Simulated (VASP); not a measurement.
Set up this calculation in VASP 6.6.1, as the native input.

```yaml
Task: single point
Functional: PBE
Potentials_or_basis: VASP PAW PBE potentials, release 64 (Mg, O)
Cutoff: 520 eV
k_mesh: 10 × 10 × 10
Occupations: gaussian, width 0.01 eV
Spin: no spin polarisation
Dipole_correction: no
Further_INCAR_settings: ALGO = Normal; EDIFF = 1e-06; NBANDS = 11
```

The structure of MgO lies in POSCAR:

```
MgO
1.0
    0.0000000000      2.0677851755      2.0677851755
    2.0677851755      0.0000000000      2.0677851755
    2.0677851755      2.0677851755      0.0000000000
Mg O
1 1
Direct
    0.0000000000      0.0000000000      0.0000000000
    0.5000000000      0.5000000000      0.5000000000
```

These files were run (other wordings do the same):

INCAR

```
PREC     = Accurate       # precision mode
ENCUT    = 520            # plane-wave cutoff, eV
EDIFF    = 1E-6           # SCF threshold, eV
ISMEAR   = 0              # smearing method
SIGMA    = 0.01           # smearing width, eV
LREAL    = False          # projectors in reciprocal space
LASPH    = True           # aspherical terms in the spheres
NELM     = 80             # most SCF steps
ALGO     = Normal         # electronic algorithm
ISIF     = 2              # what is computed and relaxed
LWAVE    = False          # write WAVECAR
LCHARG   = False          # write CHGCAR
GGA      = PE             # functional
NBANDS   = 11             # bands
```

KPOINTS

```
Automatic mesh
0
Gamma
  10 10 10
```

Potentials or basis: VASP PAW PBE potentials, release 64 (Mg, O).

The run is started by

```console
$ cat potpaw_PBE.64/Mg/POTCAR potpaw_PBE.64/O/POTCAR > POTCAR
$ mpirun -np 1 vasp_std > vasp.out
```

It gave:

```
Pressure               : 14.3 GPa
Band gap on the k mesh : 5.28 eV, direct
```

Run time: 6.8 s on 1 thread of Intel(R) Xeon(R) Platinum 8259CL CPU @ 2.50GHz (Skylake/Cascade Lake), with other jobs on the host, peak memory 0.14 GiB.
